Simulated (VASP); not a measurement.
# HfB (Fm-3m) in VASP: notebook, part 2 of 2

VASP 6.6.1. The steps go on from the part before.

### 4 Single point, r2SCAN+D3(BJ) (13.81 Å³/atom)

This run uses another cell than the first one, of 13.81 Å³/atom.

File POSCAR:

```
HfB
1.0
    0.0000000000      2.3989328589      2.3989328589
    2.3989328589      0.0000000000      2.3989328589
    2.3989328589      2.3989328589      0.0000000000
Hf B
1 1
Direct
    0.5000000000      0.5000000000      0.5000000000
    0.0000000000      0.0000000000      0.0000000000
```

File INCAR.step1:

```
PREC     = Accurate       # precision mode
ENCUT    = 550            # plane-wave cutoff, eV
ISMEAR   = 0              # smearing method
SIGMA    = 0.05           # smearing width, eV
LREAL    = F              # projectors in reciprocal space
LASPH    = T              # aspherical terms in the spheres
NELM     = 120            # most SCF steps
NBANDS   = 14             # bands
GGA      = PE             # functional
ALGO     = Normal         # electronic algorithm
EDIFF    = 1E-5           # SCF threshold, eV
LWAVE    = T              # write WAVECAR
LCHARG   = F              # write CHGCAR
GGA_COMPAT= F
```

File INCAR.step2:

```
PREC     = Accurate       # precision mode
ENCUT    = 550            # plane-wave cutoff, eV
EDIFF    = 1E-6           # SCF threshold, eV
ISMEAR   = 0              # smearing method
SIGMA    = 0.05           # smearing width, eV
LREAL    = F              # projectors in reciprocal space
LASPH    = T              # aspherical terms in the spheres
NELM     = 120            # most SCF steps
ALGO     = Normal         # electronic algorithm
ISIF     = 2              # what is computed and relaxed
LWAVE    = F              # write WAVECAR
LCHARG   = F              # write CHGCAR
METAGGA  = R2SCAN         # meta-GGA
LMIXTAU  = T            
IVDW     = 12             # dispersion correction
VDW_S6   = 1.0          
VDW_S8   = 0.78981345   
VDW_A1   = 0.49484001   
VDW_A2   = 5.73083694   
NBANDS   = 14             # bands
ISTART   = 1            
GGA_COMPAT= F
```

File KPOINTS:

```
regular mesh
0
Gamma
  8 8 8
```

Potentials or basis: VASP PAW PBE potentials, release 64 (Hf_pv, B).

On the command line:

```console
> cat potpaw_PBE.64/Hf_pv/POTCAR potpaw_PBE.64/B/POTCAR > POTCAR
> cp INCAR.step1 INCAR
> mpirun -np 1 vasp_std > vasp.out
> cp INCAR.step2 INCAR
> mpirun -np 1 vasp_std > vasp.out
```

OUTCAR:

```text
PREC = Accurate
   ENCUT = 550
   EDIFF = 1E-6
   ISMEAR = 0
   LREAL = F
   LASPH = T
   NELM = 120
   ISIF = 2
   METAGGA = R2SCAN
   IVDW = 12
   ISTART = 1
 IVDW          = 12

 ion  position               nearest neighbor table
   1  0.500  0.500  0.500-   2 2.40   2 2.40   2 2.40   2 2.40   2 2.40   2 2.40
   2  0.000  0.000  0.000-   1 2.40   1 2.40   1 2.40   1 2.40   1 2.40   1 2.40

  LATTYP: Found a face centered cubic cell.
 ALAT       =     4.7978657178

  Lattice vectors:

 A1 = (   0.0000000000,   2.3989328589,   2.3989328589)
 A2 = (   2.3989328589,   0.0000000000,   2.3989328589)
 A3 = (   2.3989328589,   2.3989328589,   0.0000000000)

Analysis of symmetry for initial positions (statically):
=====================================================================
 Subroutine PRICEL returns:
 Original cell was already a primitive cell.

 Routine SETGRP: Setting up the symmetry group for a
 face centered cubic supercell.

 Subroutine GETGRP returns: Found 48 space group operations
 (whereof 48 operations were pure point group operations)
 out of a pool of 48 trial point group operations.

The static configuration has the point symmetry O_h .

Analysis of symmetry for dynamics (positions and initial velocities):
=====================================================================
 Subroutine PRICEL returns:
 Original cell was already a primitive cell.

 Routine SETGRP: Setting up the symmetry group for a
 face centered cubic supercell.

 Subroutine GETGRP returns: Found 48 space group operations
 (whereof 48 operations were pure point group operations)
 out of a pool of 48 trial point group operations.

The dynamic configuration has the point symmetry O_h .

 Subroutine INISYM returns: Found 48 space group operations
 (whereof 48 operations are pure point group operations),
 and found     1 'primitive' translations

----------------------------------------------------------------------------------------

                                     Primitive cell

  volume of cell :      27.6111

  direct lattice vectors                    reciprocal lattice vectors
     0.000000000  2.398932859  2.398932859    -0.208426008  0.208426008  0.208426008
     2.398932859  0.000000000  2.398932859     0.208426008 -0.208426008  0.208426008
     2.398932859  2.398932859  0.000000000     0.208426008  0.208426008 -0.208426008

  length of vectors
     3.392603384  3.392603384  3.392603384     0.361004436  0.361004436  0.361004436

  position of ions in fractional coordinates (direct lattice)
     0.500000000  0.500000000  0.500000000
     0.000000000  0.000000000  0.000000000

  ion indices of the primitive-cell ions
   primitive index   ion index
                 1           1
                 2           2

----------------------------------------------------------------------------------------

 KPOINTS: regular mesh

Automatic generation of k-mesh.
 Grid dimensions read from file:
 generate k-points for:    8    8    8

 Generating k-lattice:

  Cartesian coordinates                     Fractional coordinates (reciprocal lattice)
    -0.026053251  0.026053251  0.026053251     0.125000000  0.000000000  0.000000000
     0.026053251 -0.026053251  0.026053251     0.000000000  0.125000000  0.000000000
     0.026053251  0.026053251 -0.026053251     0.000000000  0.000000000  0.125000000

  Length of vectors
     0.045125555  0.045125555  0.045125555

[... 39 lines left out ...]
   dimension x,y,z NGXF=    56 NGYF=   56 NGZF=   56
   ions per type =               1   1
   NGX,Y,Z   is equivalent  to a cutoff of  13.72, 13.72, 13.72 a.u.
   NGXF,Y,Z  is equivalent  to a cutoff of  27.44, 27.44, 27.44 a.u.
 SYSTEM =  unknown system
   PREC   = accura    normal or accurate (medium, high low for compatibility)
   ISTART =      1    job   : 0-new  1-cont  2-samecut
   ICHARG =      0    charge: 1-file 2-atom 10-const
   ISPIN  =      1    spin polarized calculation?
   LNONCOLLINEAR =      F non collinear calculations
   LSORBIT =      F    spin-orbit coupling
   LASPH  =      T    aspherical Exc in radial PAW
   ENCUT  =  550.0 eV  40.42 Ry    6.36 a.u.   6.49  6.49  6.49*2*pi/ulx,y,z
   NELM   =    120;   NELMIN=  2; NELMDL=  0     # of ELM steps
   EDIFF  = 0.1E-05   stopping-criterion for ELM
   LREAL  =      F    real-space projection
   EDIFFG = 0.1E-04   stopping-criterion for IOM
   NSW    =      0    number of steps for IOM
   IBRION =     -1    ionic relax: 0-MD 1-quasi-New 2-CG
   NFREE  =      0    steps in history (QN), initial steepest desc. (CG)
   ISIF   =      2    stress and relaxation
   ISYM   =      2    0-nonsym 1-usesym 2-fastsym
   POTIM  = 0.5000    time-step for ionic-motion
   TEBEG  =    0.0;   TEEND  =   0.0 temperature during run
   PSTRESS=    0.0 pullay stress
   NELECT =      13.0000    total number of electrons
   NUPDOWN=      -1.0000    fix difference up-down
   EMIN   =  10.00;   EMAX   =-10.00  energy-range for DOS
   EFERMI =   0.00;   METHOD = LEGACY
   ISMEAR =     0;   SIGMA  =   0.05  broadening in eV -4-tet -1-fermi 0-gaus
   EFERMI_NEDOS =   21; number of points for ismear=-14 and -15
   IALGO  =     38    algorithm
   IMIX   =      4    mixing-type and parameters
     AMIX     =   0.40;   BMIX     =  1.00
     AMIX_MAG =   1.60;   BMIX_MAG =  1.00
  volume/ion in A,a.u.               =      13.81        93.16
  Fermi-wavevector in a.u.,A,eV,Ry     =   1.273585  2.406726 22.068897  1.622018
  Thomas-Fermi vector in A             =   2.406400
   LORBIT       =      0    0 simple, 1 ext, 2 COOP (PROOUT), +10 PAW based schemes
   METAGGA = R2SCAN    functional components
   LHFCALC =     F    Hartree Fock is set to
   AEXX    =    0.0000 exact exchange contribution
   IVDW    =    12    specifies the selected vdW correction
   LEPSILON=     F    determine dielectric tensor
   LRPA    =     F    only Hartree local field effects (RPA)
 non-spin polarized calculation
 Gauss-broadening in eV      SIGMA  =   0.05
  energy-cutoff  :      550.00
  volume of cell :       27.61
 maximum number of plane-waves:       869
 NGX is ok and might be reduce to    28
   NGX = 13   NGY = 13   NGZ = 13

 number of electron      13.0000000 magnetization

 Free energy of the ion-electron system (eV)
  ---------------------------------------------------
  ext. energy  EPLUGINS =         0.00000000
  ---------------------------------------------------
  free energy    TOTEN  =       -53.42982797 eV

  energy without entropy =      -53.42831488  energy(sigma->0) =      -53.42907142

 E-fermi :   4.4072     XC(G=0): -12.6238

 val. band max:        4.3708211357   @ k =   0.2500   0.0000   0.0000
 cond. band min:       4.4409334099   @ k =   0.3750   0.2500   0.1250
 fundamental gap:      0.0701122742
 Fermi energy:         4.4072338851

 k-point     1 :       0.0000    0.0000    0.0000
  band No.  band energies     occupation
      1     -25.6756      2.00000
      2     -25.6756      2.00000
      3     -25.6756      2.00000
      4      -5.4552      2.00000
      5       6.6813      0.00000
      6       6.6813      0.00000
      7       6.6813      0.00000
      8       8.1696      0.00000
      9       8.1696      0.00000
     10       8.1696      0.00000
     11       8.2892      0.00000
     12       8.2892      0.00000
     13      16.1475      0.00000
     14      16.4400      0.00000
[... 377 lines left out ...]
      1     -26.1013      2.00000
      2     -25.8609      2.00000
      3     -25.7725      2.00000
      4      -1.1869      2.00000
      5       0.6251      2.00000
      6       3.0243      2.00000
      7       3.5990      2.00000
      8       9.6608      0.00000
      9       9.6923      0.00000
     10      11.2934      0.00000
     11      14.9023      0.00000
     12      15.0269      0.00000
     13      16.3831      0.00000
     14      17.8514      0.00000

 [... further k-points ...]

------------------------ aborting loop because EDIFF is reached ----------------------------------------

 Edisp (eV)   -0.33693

 E8    (eV) :    -0.1311

  FORCE on cell =-STRESS in cart. coord.  units (eV):
  Direction    XX          YY          ZZ          XY          YZ          ZX
  --------------------------------------------------------------------------------------
  -------------------------------------------------------------------------------------
  Total       0.16205     0.16205     0.16205     0.00000     0.00000     0.00000
  in kB       9.40344     9.40344     9.40344     0.00000     0.00000     0.00000
  external pressure =        9.40 kB  Pullay stress =        0.00 kB

 VOLUME and BASIS-vectors are now :
 -----------------------------------------------------------------------------
  energy-cutoff  :      550.00
  volume of cell :       27.61
      direct lattice vectors                 reciprocal lattice vectors
     0.000000000  2.398932859  2.398932859    -0.208426008  0.208426008  0.208426008
     2.398932859  0.000000000  2.398932859     0.208426008 -0.208426008  0.208426008
     2.398932859  2.398932859  0.000000000     0.208426008  0.208426008 -0.208426008

 POSITION                                       TOTAL-FORCE (eV/Angst)
 -----------------------------------------------------------------------------------
      2.39893      2.39893      2.39893         0.000000      0.000000     -0.000000
      0.00000      0.00000      0.00000        -0.000000     -0.000000      0.000000
 -----------------------------------------------------------------------------------
    total drift:                                0.000000      0.000000      0.000000

  FREE ENERGIE OF THE ION-ELECTRON SYSTEM (eV)
  ---------------------------------------------------
  free  energy   TOTEN  =       -53.7667563871 eV

  energy  without entropy=      -53.7652432981  energy(sigma->0) =      -53.76599984
```

Run time: 79 s. Hardware: 1 thread of Intel Xeon 8259CL, shared host; peak memory 0.18 GiB.

What came out:

| Property | Result |
| --- | --- |
| Free energy | -53.7668 eV |
| Pressure | 0.9 GPa |
| Band gap on the k mesh | zero (an odd number of electrons rules out a gap without spin polarisation) |
| Dispersion energy per atom | -0.168 eV |

Levels at points of the mesh, in eV from the Fermi level:
| k point | band 3 | band 4 | band 5 | band 6 | band 7 | band 8 | band 9 | band 10 | band 11 | band 12 |
| --- | --- | --- | --- | --- | --- | --- | --- | --- | --- | --- |
| (0.00, 0.00, 0.00) | -30.08 | -9.86 | 2.27 | 2.27 | 2.27 | 3.76 | 3.76 | 3.76 | 3.88 | 3.88 |
| (0.50, 0.00, 0.00) | -30.14 | -5.00 | -4.94 | -1.31 | -1.31 | 6.12 | 6.12 | 7.07 | 8.11 | 13.44 |
| (0.50, 0.50, 0.00) | -30.26 | -7.00 | -1.50 | -0.82 | 1.99 | 1.99 | 5.64 | 7.32 | 7.32 | 8.54 |

Caveat: three body term missing; the PAW data sets were made with another functional, which shifts forces and pressure a little; spin-orbit coupling is left out, which moves the levels of the heavy elements; an odd number of electrons without spin polarisation forces a metal; a magnetic or distorted state may lie lower.

### 5 Single point, r2SCAN+D3(BJ) (13.66 Å³/atom)

This run uses another cell than the first one, of 13.66 Å³/atom.

File POSCAR:

```
HfB
1.0
    0.0000000000      2.3906124515      2.3906124515
    2.3906124515      0.0000000000      2.3906124515
    2.3906124515      2.3906124515      0.0000000000
Hf B
1 1
Direct
    0.5000000000      0.5000000000      0.5000000000
    0.0000000000      0.0000000000      0.0000000000
```

File INCAR.step1:

```
PREC = Accurate ; ENCUT = 550
ISMEAR = 0 ; SIGMA = 0.05
LREAL = False ; LASPH = True
NELM = 120 ; NBANDS = 14
GGA = PE ; ALGO = Normal
EDIFF = 1E-5 ; LWAVE = True
LCHARG = False ; GGA_COMPAT = False
```

File INCAR.step2:

```
PREC = Accurate ; ENCUT = 550
EDIFF = 1E-6 ; ISMEAR = 0
SIGMA = 0.05 ; LREAL = False
LASPH = True ; NELM = 120
ALGO = Normal ; ISIF = 2
LWAVE = False ; LCHARG = True
METAGGA = R2SCAN ; LMIXTAU = True
IVDW = 12 ; VDW_S6 = 1.0
VDW_S8 = 0.78981345 ; VDW_A1 = 0.49484001
VDW_A2 = 5.73083694 ; LELF = True
LVHAR = True ; NBANDS = 14
ISTART = 1 ; GGA_COMPAT = False
```

File KPOINTS:

```
Automatic mesh
0
Gamma
  8 8 8
```

On the command line:

```console
> cat potpaw_PBE.64/Hf_pv/POTCAR potpaw_PBE.64/B/POTCAR > POTCAR
> cp INCAR.step1 INCAR
> mpirun -np 1 vasp_std > vasp.out
> cp INCAR.step2 INCAR
> mpirun -np 1 vasp_std > vasp.out
```

It took 87 s on 1 thread of Intel Xeon 8259CL, shared host; peak memory 0.18 GiB.

Results (log left out):

| Item | Value |
| --- | --- |
| Free energy | -53.7632 eV |
| Pressure | 2.9 GPa |
| Band gap on the k mesh | zero (an odd number of electrons rules out a gap without spin polarisation) |
| Dispersion energy per atom | -0.170 eV |

Levels at points of the mesh, in eV from the Fermi level:
```tsv
k point	band 3	band 4	band 5	band 6	band 7	band 8	band 9	band 10	band 11	band 12
(0.00, 0.00, 0.00)	-30.03	-9.90	2.29	2.29	2.29	3.79	3.79	3.79	3.92	3.92
(0.50, 0.00, 0.00)	-30.08	-4.97	-4.97	-1.33	-1.33	6.19	6.19	7.16	8.17	13.51
(0.50, 0.50, 0.00)	-30.21	-7.03	-1.48	-0.84	2.02	2.02	5.71	7.40	7.40	8.67
```

Caveat: three body term missing; the PAW data sets were made with another functional, which shifts forces and pressure a little; spin-orbit coupling is left out, which moves the levels of the heavy elements; an odd number of electrons without spin polarisation forces a metal; a magnetic or distorted state may lie lower.

### 6 Single point, r2SCAN (13.81 Å³/atom)

This run uses another cell than the first one, of 13.81 Å³/atom.

File POSCAR:

```
HfB
1.0
    0.0000000000      2.3989328589      2.3989328589
    2.3989328589      0.0000000000      2.3989328589
    2.3989328589      2.3989328589      0.0000000000
Hf B
1 1
Direct
    0.5000000000      0.5000000000      0.5000000000
    0.0000000000      0.0000000000      0.0000000000
```

File INCAR.step1:

```
SYSTEM = HfB
PREC = Accurate
ENCUT = 550
ISMEAR = 0
SIGMA = 0.05
LREAL = .FALSE.
LASPH = .TRUE.
NELM = 120
NBANDS = 14
GGA = PE
ALGO = Normal
EDIFF = 1E-5
LWAVE = .TRUE.
LCHARG = .FALSE.
GGA_COMPAT = .FALSE.
```

File INCAR.step2:

```
SYSTEM = HfB
PREC = Accurate
ENCUT = 550
EDIFF = 1E-6
ISMEAR = 0
SIGMA = 0.05
LREAL = .FALSE.
LASPH = .TRUE.
NELM = 120
ALGO = Normal
ISIF = 2
LWAVE = .FALSE.
LCHARG = .FALSE.
METAGGA = R2SCAN
LMIXTAU = .TRUE.
NBANDS = 14
ISTART = 1
GGA_COMPAT = .FALSE.
```

File KPOINTS:

```
regular mesh
0
G
  8 8 8
  0 0 0
```

Potentials or basis: VASP PAW PBE potentials, release 64 (Hf_pv, B).

On the command line:

```console
> cat potpaw_PBE.64/Hf_pv/POTCAR potpaw_PBE.64/B/POTCAR > POTCAR
> cp INCAR.step1 INCAR
> mpirun -np 1 vasp_std > vasp.out
> cp INCAR.step2 INCAR
> mpirun -np 1 vasp_std > vasp.out
```

Wall time 1.8 min (1 thread of Intel Xeon 8259CL, shared host); peak memory 0.17 GiB.

It converged, with:

```yaml
Free_energy: -53.4298 eV
Pressure: 2.9 GPa
Band_gap_on_the_k_mesh: zero (an odd number of electrons rules out a gap without spin polarisation)
```

Levels at points of the mesh, in eV from the Fermi level:
```tsv
k point	band 4	band 5	band 6	band 7	band 8	band 9	band 10	band 11
(0.00, 0.00, 0.00)	-9.86	2.27	2.27	2.27	3.76	3.76	3.76	3.88
(0.50, 0.00, 0.00)	-5.00	-4.94	-1.31	-1.31	6.12	6.12	7.07	8.11
(0.50, 0.50, 0.00)	-7.00	-1.50	-0.82	1.99	1.99	5.64	7.32	7.32
```

Caveat: the PAW data sets were made with another functional, which shifts forces and pressure a little; spin-orbit coupling is left out, which moves the levels of the heavy elements; an odd number of electrons without spin polarisation forces a metal; a magnetic or distorted state may lie lower.

### 7 Summary

| level | cell | gap on the mesh (eV) | pressure (GPa) |
| --- | --- | --- | --- |
| r2SCAN+D3(BJ) | a = 3.358 Å, angles 60.0°, 2 atoms | none | 7.1 |
| r2SCAN | a = 3.365 Å, angles 60.0°, 2 atoms | none | 7.7 |
| r2SCAN+D3(BJ) | a = 3.393 Å, angles 60.0°, 2 atoms | none | 0.9 |
| r2SCAN+D3(BJ) | a = 3.381 Å, angles 60.0°, 2 atoms | none | 2.9 |
| r2SCAN | a = 3.393 Å, angles 60.0°, 2 atoms | none | 2.9 |

Alike in all rows: task single point; potentials or basis VASP PAW PBE potentials, release 64 (Hf_pv, B); no spin polarisation; k mesh 8 × 8 × 8; cutoff (eV) 550; smearing gaussian 0.05 eV.

Caveats: the PAW data sets were made with another functional, which shifts forces and pressure a little; spin-orbit coupling is left out, which moves the levels of the heavy elements; an odd number of electrons without spin polarisation forces a metal; a magnetic or distorted state may lie lower; three body term missing (at least some runs); the cell stands under pressure (at least some runs).

Absolute energies hang on the potentials; compare differences alone.

The gap in the log of VASP goes by the Fermi energy; the results here count the filled bands.